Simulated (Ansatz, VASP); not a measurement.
Two plane-wave programs on Na3SF

The input INCAR:

```
SYSTEM = Na3SF
PREC = Accurate
ENCUT = 600
EDIFF = 1E-6
ISMEAR = 0
SIGMA = 0.1
LREAL = .False.
LASPH = .True.
NELM = 100
ALGO = Normal
ISIF = 3
LWAVE = .False.
LCHARG = .False.
GGA = PE
IBRION = 2
NSW = 80
EDIFFG = -0.025
```

File KPOINTS:

```
Automatic mesh
0
Gamma
  3 3 3
  0 0 0
```

Contents of POSCAR:

```
Na3SF
1.0
    3.0671713387      1.7892174522      5.0789516365
   -3.0044116303      1.8786528123      5.0060266179
    0.1088331481     -3.6965704758      5.0530522681
Na S F
6 2 2
Direct
    0.8135451728      0.2489320772      0.6793005587
    0.6603359644      0.8455218000      0.2295240077
    0.2469237036      0.6879983478      0.8241686575
    0.1745914164      0.7376858440      0.3257951210
    0.3399163960      0.1694621799      0.7389774195
    0.7379839020      0.3328121659      0.1914031554
    0.7581767938      0.7585717558      0.7537726701
    0.2501042096      0.2285950530      0.2591077239
    0.5239493707      0.4930015888      0.5018966388
   -0.0055269293     -0.0025808124     -0.0039459527
```

Input for Ansatz:

```yaml
crystal:
  lattice:
    - [3.0671713387, 1.7892174522, 5.0789516365]
    - [-3.0044116303, 1.8786528123, 5.0060266179]
    - [0.1088331481, -3.6965704758, 5.0530522681]
  atoms:
    - { symbol: Na, position: [0.8135451728, 0.2489320772, 0.6793005587] }
    - { symbol: Na, position: [0.6603359644, 0.8455218, 0.2295240077] }
    - { symbol: Na, position: [0.2469237036, 0.6879983478, 0.8241686575] }
    - { symbol: Na, position: [0.1745914164, 0.737685844, 0.325795121] }
    - { symbol: Na, position: [0.339916396, 0.1694621799, 0.7389774195] }
    - { symbol: Na, position: [0.737983902, 0.3328121659, 0.1914031554] }
    - { symbol: S, position: [0.7581767938, 0.7585717558, 0.7537726701] }
    - { symbol: S, position: [0.2501042096, 0.228595053, 0.2591077239] }
    - { symbol: F, position: [0.5239493707, 0.4930015888, 0.5018966388] }
    - { symbol: F, position: [-0.0055269293, -0.0025808124, -0.0039459527] }
basis:
  ecutwfc: 420
kpoints:
  mp_grid: { grid: [3, 3, 3] }
hamiltonian:
  xc: pbe
scf:
  occupations: { method: gaussian, width: 0.1 }
  lower_state_search: "off"
output:
  forces: true
  stress: true
  eigenvalues: true
relax:
  adjacent_minimum: "off"
  f_tol: 0.025
  max_steps: 60
  cell: { stress_tol: 0.25 }
```

Change from the starting cell: cell x1, atoms moved at random (sigma 0.1 Å) and cell strained at random (1.5 %), then relaxed without symmetry.

Alike in both runs: task relaxation of cell and atoms; functional PBE; k mesh 3 × 3 × 3; occupations gaussian, width 0.1 eV; no spin polarisation.

```csv
,VASP,Ansatz
version,VASP 6.6.1,Ansatz 0.2.0
potentials or method,"VASP PAW PBE potentials, release 64 (Na_pv, S, F), cutoff 600 eV","scalar-relativistic, plane waves, PAW"
valence electrons in the cell,68,80
```

|  | VASP | Ansatz | Ansatz less VASP |
| --- | --- | --- | --- |
| gap on the k mesh at the Fermi level, each at its own relaxed structure (eV) | 2.43 | 2.38 | -0.050 |
| relaxed volume (Å³/atom) | 17.94 | 18.02 | +0.075 |
| relaxed length of the cell vector where the two differ most in proportion (Å) | 6.248 | 6.340 | +0.0915 |

VASP's potentials hold 68 valence electrons a cell and Ansatz's 80, so a difference there can come from the potentials and not from the codes.
